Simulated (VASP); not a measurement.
A run of VASP 6.6.1:

File INCAR:

```
PREC     = Accurate       # precision mode
ENCUT    = 520            # plane-wave cutoff, eV
EDIFF    = 1E-7           # SCF threshold, eV
ISMEAR   = -1             # smearing method
SIGMA    = 0.02           # smearing width, eV
LREAL    = F              # projectors in reciprocal space
LASPH    = T              # aspherical terms in the spheres
NELM     = 120            # most SCF steps
ALGO     = Normal         # electronic algorithm
ISIF     = 2              # what is computed and relaxed
LWAVE    = F              # write WAVECAR
LCHARG   = F              # write CHGCAR
GGA      = PE             # functional
IBRION   = 2              # ionic algorithm
NSW      = 80             # ionic steps
EDIFFG   = -0.02          # ionic threshold
GGA_COMPAT= F            
NELMIN   = 4
```

KPOINTS

```
regular mesh
0
Gamma
  7 7 7
```

The input POSCAR:

```
BaF2
1.0
    0.0000000000      3.1000500000      3.1000500000
    3.1000500000      0.0000000000      3.1000500000
    3.1000500000      3.1000500000      0.0000000000
Ba F
1 2
Direct
    0.0000000000      0.0000000000      0.0000000000
    0.2500000000      0.2500000000      0.2500000000
    0.7500000000      0.7500000000      0.7500000000
```

Potentials or basis: VASP PAW PBE potentials, release 64 (Ba_sv, F).

Run with:

```console
$ cat potpaw_PBE.64/Ba_sv/POTCAR potpaw_PBE.64/F/POTCAR > POTCAR
$ mpirun -np 1 vasp_std > vasp.out
```

Hardware: 1 thread of Intel Xeon 8259CL, with other jobs on the host.

Task: How long does it take, and how much memory?

Result: Wall time 37 s on 1 thread of Intel Xeon 8259CL, with other jobs on the host, peak memory 0.21 GiB. Counts: scf iterations 15, k points 20, ion steps 1.
